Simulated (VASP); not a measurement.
Set up this calculation in VASP 6.6.1, as the native input.

| Quantity | Value |
| --- | --- |
| Task | single point |
| Functional | PBEsol |
| Potentials or basis | VASP PAW PBE potentials, release 64 (Al, O) |
| Cutoff | 520 eV |
| k mesh | 6 × 6 × 6 |
| Occupations | gaussian, width 0.05 eV |
| Spin | no spin polarisation |
| Dipole correction | no |
| Further INCAR settings | ALGO = Normal; EDIFF = 1e-06; NBANDS = 35 |

The structure of Al2O3 lies in POSCAR:

```
Al2O3
1.0
    2.1925498691      1.2658692571      4.3175692022
   -2.1925498691      1.2658692571      4.3175692022
    0.0000000000     -2.5317385143      4.3175692022
Al O
4 6
Direct
    0.8520350473      0.8520350473      0.8520350473
    0.6479649527      0.6479649527      0.6479649527
    0.1479649527      0.1479649527      0.1479649527
    0.3520350473      0.3520350473      0.3520350473
    0.0558571577      0.4441428423      0.7500000000
    0.7500000000      0.0558571577      0.4441428423
    0.4441428423      0.7500000000      0.0558571577
    0.9441428423      0.5558571577      0.2500000000
    0.2500000000      0.9441428423      0.5558571577
    0.5558571577      0.2500000000      0.9441428423
```

This cell differs from its parent crystal: volume 7.190 Å^3 an atom, c/a of the conventional cell 2.9538.

One way to write it, as run:

INCAR

```
  ALGO = Normal
  EDIFF = 1E-6
  ENCUT = 520
  GGA = PS
  ISIF = 2
  ISMEAR = 0
  LASPH = True
  LCHARG = False
  LREAL = False
  LWAVE = False
  NBANDS = 35
  NELM = 80
  PREC = Accurate
  SIGMA = 0.05
```

KPOINTS

```
k-points
0
Gamma
  6 6 6
```

Potentials or basis: VASP PAW PBE potentials, release 64 (Al, O).

Launch:

```sh
$ cat potpaw_PBE.64/Al/POTCAR potpaw_PBE.64/O/POTCAR > POTCAR
$ mpirun -np 1 vasp_std > vasp.out
```

Results of the run:

```yaml
Pressure: 63.1 GPa
Largest_force: 1.015 eV/Å
Band_gap_on_the_k_mesh: 8.03 eV, direct
```

Caveat: the PAW data sets were made with another functional, which shifts forces and pressure a little.

Run time: 63 s on 1 thread of AMD EPYC 9R45 96-Core Processor (Zen 5), with other jobs on the host, peak memory 0.22 GiB.
